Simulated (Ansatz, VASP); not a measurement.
One calculation of KF, two programs

```
K F
1.0
     0.00000    2.70959    2.70959
     2.70959    0.00000    2.70959
     2.70959    2.70959    0.00000
K F
1 1
Cartesian
  0.0000 0.0000 0.0000
  2.7096 2.7096 2.7096
```

Alike in both runs: functional PBE; k mesh 8 × 8 × 8; occupations gaussian, width 0.02 eV; no spin polarisation.

Ansatz relaxed the structure, and its values are those at the end. VASP's run is a single point on that final structure, the one shown.

|  | VASP | Ansatz |
| --- | --- | --- |
| version | VASP 6.6.1 | Ansatz 0.2.0 |
| potentials or method | VASP PAW PBE potentials, release 64 (K_sv, F), cutoff 520 eV | scalar-relativistic, plane waves, PAW |
| valence electrons in the cell | 16 | 16 |

|  | VASP | Ansatz | Ansatz less VASP |
| --- | --- | --- | --- |
| gap on the k mesh at the Fermi level (eV) | 5.95 | 5.97 | +0.015 |
| least direct gap on the mesh (eV) | 5.95 | 5.97 | +0.015 |
| pressure (GPa) | 0.0 | 0.0 | -0.01 |

The functional is the same, so the differences come from potentials, cutoffs and numerics.
